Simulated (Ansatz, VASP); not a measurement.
# One calculation of AlN, two programs

```xyz
4
Lattice="3.1577 0.0000 0.0000 -1.5788 2.7346 0.0000 0.0000 0.0000 4.8287" Properties=species:S:1:pos:R:3 pbc="T T T"
Al    0.0000    1.8231    0.0000
Al    1.5788    0.9115    2.4143
N     0.0000    1.8231    1.8590
N     1.5788    0.9115    4.2734
```

Change from the starting cell: strain +0.015 along x and y, -0.030 along z, atoms carried along.

Alike in both runs: task single point; functional PBEsol; k mesh 12 × 12 × 6; occupations gaussian, width 0.05 eV; no spin polarisation.

|  | VASP | Ansatz |
| --- | --- | --- |
| version | VASP 6.6.1 | Ansatz 0.2.0 |
| potentials or method | VASP PAW PBE potentials, release 64 (Al, N), cutoff 600 eV | scalar-relativistic, plane waves, PAW |
| valence electrons in the cell | 16 | 16 |

```tsv
	VASP	Ansatz	Ansatz less VASP
gap on the k mesh at the Fermi level (eV)	3.97	3.95	-0.014
least direct gap on the mesh (eV)	3.97	3.95	-0.014
pressure (GPa)	0.3	0.5	+0.19
traceless stress, the component that is largest in VASP (GPa)	10.68	10.55	-0.139
rms of the force components (eV/Å)	0.257	0.252	-0.0051
```

VASP's potentials were made for PBE, not for PBEsol. Atom by atom the forces differ by 0.005 eV/Å (rms over components).
